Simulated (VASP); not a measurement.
# Li4W3 (Pm-3m) in VASP: further runs, part 3 of 3

VASP 6.6.1. The steps go on from the part before.

### 4 Single point, PBE

This run uses another cell than the first one, of 9.25 Å³/atom, 0.661 times its volume.

INCAR

```
ALGO = Normal ; EDIFF = 1E-7
ENCUT = 520 ; GGA = PE
ISIF = 2 ; ISMEAR = 0
LASPH = True ; LCHARG = True
LELF = True ; LREAL = False
LVHAR = True ; LWAVE = False
NBANDS = 36 ; NELM = 100
PREC = Accurate ; SIGMA = 0.1
```

KPOINTS

```
k-points
0
Gamma
  4 4 4
```

POSCAR

```
Li4W3
1.0
    4.0154253100      0.0000000000      0.0000000000
    0.0000000000      4.0154253100      0.0000000000
    0.0000000000      0.0000000000      4.0154253100
Li W
4 3
Direct
    0.0000000000      0.5000000000      0.5000000000
    0.5000000000      0.0000000000      0.5000000000
    0.5000000000      0.5000000000      0.0000000000
    0.5000000000      0.5000000000      0.5000000000
    0.5000000000      0.0000000000      0.0000000000
    0.0000000000      0.5000000000      0.0000000000
    0.0000000000      0.0000000000      0.5000000000
```

Potentials or basis: VASP PAW PBE potentials, release 64 (Li_sv, W_sv).

Launch:

```
cat potpaw_PBE.64/Li_sv/POTCAR potpaw_PBE.64/W_sv/POTCAR > POTCAR
mpirun -np 1 vasp_std > vasp.out
```

OUTCAR:

```text
EDIFF = 1E-7
   ENCUT = 520
   GGA = PE
   ISIF = 2
   ISMEAR = 0
   LASPH = True
   LREAL = False
   NELM = 100
   PREC = Accurate

 ion  position               nearest neighbor table
   1  0.000  0.500  0.500-   4 2.01   6 2.01   7 2.01   6 2.01   7 2.01   4 2.01
   2  0.500  0.000  0.500-   4 2.01   5 2.01   7 2.01   5 2.01   4 2.01   7 2.01
   3  0.500  0.500  0.000-   4 2.01   5 2.01   6 2.01   4 2.01   5 2.01   6 2.01
   4  0.500  0.500  0.500-   1 2.01   2 2.01   3 2.01   3 2.01   2 2.01   1 2.01   5 2.84   5 2.84
                             6 2.84   6 2.84   5 2.84   7 2.84   5 2.84   7 2.84   6 2.84   7 2.84
   5  0.500  0.000  0.000-   2 2.01   3 2.01   2 2.01   3 2.01   7 2.84   4 2.84   4 2.84   7 2.84
                             6 2.84   4 2.84   6 2.84   4 2.84   6 2.84   7 2.84   7 2.84   6 2.84
   6  0.000  0.500  0.000-   1 2.01   3 2.01   1 2.01   3 2.01   7 2.84   4 2.84   4 2.84   7 2.84
                             5 2.84   7 2.84   7 2.84   5 2.84   4 2.84   5 2.84   4 2.84   5 2.84
   7  0.000  0.000  0.500-   1 2.01   2 2.01   1 2.01   2 2.01   6 2.84   5 2.84   6 2.84   4 2.84
                             4 2.84   6 2.84   6 2.84   5 2.84   4 2.84   5 2.84   5 2.84   4 2.84

  LATTYP: Found a simple cubic cell.
 ALAT       =     4.0154253100

  Lattice vectors:

 A1 = (   4.0154253100,   0.0000000000,   0.0000000000)
 A2 = (   0.0000000000,   4.0154253100,   0.0000000000)
 A3 = (   0.0000000000,   0.0000000000,   4.0154253100)

Analysis of symmetry for initial positions (statically):
=====================================================================
 Subroutine PRICEL returns:
 Original cell was already a primitive cell.

 Routine SETGRP: Setting up the symmetry group for a
 simple cubic supercell.

 Subroutine GETGRP returns: Found 48 space group operations
 (whereof 48 operations were pure point group operations)
 out of a pool of 48 trial point group operations.

The static configuration has the point symmetry O_h .

Analysis of symmetry for dynamics (positions and initial velocities):
[... 131 lines left out ...]
   GGA     = PE    functional components
   LHFCALC =     F    Hartree Fock is set to
   AEXX    =    0.0000 exact exchange contribution
   IVDW    =     0    specifies the selected vdW correction
   LEPSILON=     F    determine dielectric tensor
   LRPA    =     F    only Hartree local field effects (RPA)
 non-spin polarized calculation
 Gauss-broadening in eV      SIGMA  =   0.10
  energy-cutoff  :      520.00
  volume of cell :       64.74
 maximum number of plane-waves:      1763
 NGX is ok and might be reduce to    30
   NGX = 15   NGY = 15   NGZ = 15

 number of electron      53.9999957 magnetization

 Free energy of the ion-electron system (eV)
  ---------------------------------------------------
  ext. energy  EPLUGINS =         0.00000000
  ---------------------------------------------------
  free energy    TOTEN  =       -28.53450729 eV

  energy without entropy =      -28.51794815  energy(sigma->0) =      -28.52622772

 E-fermi :  10.6436     XC(G=0): -13.1113

 val. band max:       10.4574836103   @ k =   0.5000   0.5000   0.0000
 cond. band min:      10.6683138783   @ k =   0.5000   0.0000   0.0000
 fundamental gap:      0.2108302680
 Fermi energy:        10.6435933504

 k-point     1 :       0.0000    0.0000    0.0000
  band No.  band energies     occupation
      1     -62.7816      2.00000
      2     -62.6570      2.00000
      3     -62.6570      2.00000
      4     -35.5556      2.00000
      5     -35.4275      2.00000
      6     -35.4275      2.00000
[... 379 lines left out ...]
     35      15.1527      0.00000
     36      18.9152      0.00000

------------------------ aborting loop because EDIFF is reached ----------------------------------------

  FORCE on cell =-STRESS in cart. coord.  units (eV):
  Direction    XX          YY          ZZ          XY          YZ          ZX
  --------------------------------------------------------------------------------------
  -------------------------------------------------------------------------------------
  Total       36.9283779     36.9283779     36.9283779      0.0000000      0.0000000     -0.0000000
  in kB      913.8526122    913.8526122    913.8526122      0.0000000      0.0000000     -0.0000000
  external PRESSURE =     913.8526122 kB  Pullay stress =       0.0000000 kB

 VOLUME and BASIS-vectors are now :
 -----------------------------------------------------------------------------
  energy-cutoff  :      520.00
  volume of cell :       64.74
      direct lattice vectors                 reciprocal lattice vectors
     4.015425310  0.000000000  0.000000000     0.249039622  0.000000000  0.000000000
     0.000000000  4.015425310  0.000000000     0.000000000  0.249039622  0.000000000
     0.000000000  0.000000000  4.015425310     0.000000000  0.000000000  0.249039622

 POSITION                                       TOTAL-FORCE (eV/Angst)
 -----------------------------------------------------------------------------------
      0.00000      2.00771      2.00771         0.000000      0.000000      0.000000
      2.00771      0.00000      2.00771         0.000000      0.000000      0.000000
      2.00771      2.00771      0.00000         0.000000      0.000000      0.000000
      2.00771      2.00771      2.00771         0.000000      0.000000      0.000000
      2.00771      0.00000      0.00000         0.000000      0.000000      0.000000
      0.00000      2.00771      0.00000         0.000000      0.000000      0.000000
      0.00000      0.00000      2.00771         0.000000      0.000000      0.000000
 -----------------------------------------------------------------------------------
    total drift:                                0.000000     -0.000000      0.000000

  FREE ENERGIE OF THE ION-ELECTRON SYSTEM (eV)
  ---------------------------------------------------
  free  energy   TOTEN  =       -28.5345072947 eV

  energy  without entropy=      -28.5179481473  energy(sigma->0) =      -28.52622772
```

OSZICAR:

```text
N       E                     dE             d eps       ncg     rms          rms(c)
DAV:   1     0.668717579238E+03    0.66872E+03   -0.30184E+04   744   0.185E+03
DAV:   2     0.222377670991E+02   -0.64648E+03   -0.63110E+03   776   0.557E+02
DAV:   3    -0.257409972866E+02   -0.47979E+02   -0.46035E+02  1104   0.123E+02
DAV:   4    -0.311830816958E+02   -0.54421E+01   -0.53379E+01  1012   0.304E+01
DAV:   5    -0.313591033406E+02   -0.17602E+00   -0.17577E+00  1000   0.598E+00    0.407E+01
DAV:   6    -0.284537307596E+02    0.29054E+01   -0.83037E+00   896   0.161E+01    0.152E+01
DAV:   7    -0.284892069342E+02   -0.35476E-01   -0.15881E+00   868   0.711E+00    0.256E+00
DAV:   8    -0.285261807864E+02   -0.36974E-01   -0.24884E-01   920   0.312E+00    0.536E-01
DAV:   9    -0.285318497050E+02   -0.56689E-02   -0.27171E-02   860   0.103E+00    0.346E-01
DAV:  10    -0.285342273973E+02   -0.23777E-02   -0.52953E-03  1000   0.464E-01    0.157E-01
DAV:  11    -0.285345069945E+02   -0.27960E-03   -0.10388E-03   940   0.209E-01    0.592E-02
DAV:  12    -0.285345051561E+02    0.18385E-05   -0.17069E-04  1100   0.745E-02    0.110E-02
DAV:  13    -0.285345072230E+02   -0.20669E-05   -0.13960E-05   920   0.247E-02    0.490E-03
DAV:  14    -0.285345076649E+02   -0.44195E-06   -0.23625E-06   916   0.959E-03    0.152E-03
DAV:  15    -0.285345073230E+02    0.34190E-06   -0.97893E-07   852   0.573E-03    0.159E-03
DAV:  16    -0.285345072947E+02    0.28287E-07   -0.28122E-08   468   0.110E-03
   1 F= -.28534507E+02 E0= -.28526228E+02  d E =-.165591E-01
```

Run time: 33 s. Hardware: 1 thread of Intel Xeon Platinum 8259CL at 2.50GHz (Skylake/Cascade Lake), shared host; peak memory 0.17 GiB.

What came out:

```yaml
Free_energy: -28.5345 eV
Band_gap_on_the_k_mesh: zero (band 27 reaches 11.34 eV, above the bottom of band 28 at 9.66 eV)
```

Caveat: the k points lie up to 0.39 Å⁻¹ apart; the cutoff is under 1.25 times the usual one of these potentials, so pressure, stress and relaxed cells hold a basis-set (Pulay) error; spin-orbit coupling is left out, which moves the levels of the heavy elements.

### 5 Single point, PBE

This run uses another cell than the first one, of 13.95 Å³/atom, 0.997 times its volume.

INCAR

```
ALGO     = Normal         # electronic algorithm
EDIFF    = 1E-7           # SCF threshold, eV
ENCUT    = 520            # plane-wave cutoff, eV
GGA      = PE             # functional
ISIF     = 2              # what is computed and relaxed
ISMEAR   = 0              # smearing method
LASPH    = T              # aspherical terms in the spheres
LCHARG   = F              # write CHGCAR
LREAL    = F              # projectors in reciprocal space
LWAVE    = F              # write WAVECAR
NBANDS   = 36             # bands
NELM     = 80             # most SCF steps
PREC     = Accurate       # precision mode
SIGMA    = 0.1            # smearing width, eV
```

KPOINTS is that of step 4.

POSCAR: that of step 4 with these lines changed.

```diff
@@ -2,5 +2,5 @@
 1.0
-    4.0154253100      0.0000000000      0.0000000000
-    0.0000000000      4.0154253100      0.0000000000
-    0.0000000000      0.0000000000      4.0154253100
+    4.6044569664      0.0000000000      0.0000000000
+    0.0000000000      4.6044569664      0.0000000000
+    0.0000000000      0.0000000000      4.6044569664
 Li W
```

Launch:

```
cat potpaw_PBE.64/Li_sv/POTCAR potpaw_PBE.64/W_sv/POTCAR > POTCAR
mpirun -np 1 vasp_std > vasp.out
```

It took 40 s on 1 thread of AMD EPYC 7R13 (Zen 3), shared host; peak memory 0.18 GiB.

The run converged. Its results:

```yaml
Free_energy: -35.3003 eV
Band_gap_on_the_k_mesh: zero (band 27 reaches 6.62 eV, above the bottom of band 28 at 5.26 eV)
```

Levels at points of the mesh, in eV from the Fermi level:
```
           k point  band 23  band 24  band 25  band 26  band 27  band 28  band 29  band 30  band 31  band 32
(0.00, 0.00, 0.00)    -1.81    -0.30    -0.30    -0.30     0.56     0.56     0.56     1.69     1.69     2.25
(0.50, 0.00, 0.00)    -1.19    -0.81    -0.81    -0.77    -0.44    -0.11     0.42     0.53     0.53     1.79
(0.50, 0.50, 0.00)    -1.00    -1.00    -0.86    -0.86    -0.81    -0.80     0.05     0.05     1.21     1.30
(0.50, 0.50, 0.50)    -1.56    -0.16    -0.10    -0.10    -0.10     0.34     0.34     0.34     0.99     0.99
```

Caveat: the cutoff is under 1.25 times the usual one of these potentials, so pressure, stress and relaxed cells hold a basis-set (Pulay) error; spin-orbit coupling is left out, which moves the levels of the heavy elements.

### 6 The runs side by side

```tsv
task	cell	k mesh	cutoff (eV)	gap on the mesh (eV)
single point	a = 4.609 Å, 7 atoms	8 × 8 × 8	520	none
relaxation of cell and atoms	relaxed from a = 4.604 Å, 7 atoms	8 × 8 × 8	600	none
single point	a = 4.015 Å, 7 atoms	4 × 4 × 4	520	none
single point	a = 4.604 Å, 7 atoms	4 × 4 × 4	520	none
```

Alike in all rows: level PBE; potentials or basis VASP PAW PBE potentials, release 64 (Li_sv, W_sv); no spin polarisation; smearing gaussian 0.1 eV.

Caveats: some runs use coarse meshes; the cutoff is under 1.25 times the usual one of these potentials, so pressure, stress and relaxed cells hold a basis-set (Pulay) error; spin-orbit coupling is left out, which moves the levels of the heavy elements.

Absolute energies hang on the potentials; compare differences alone.
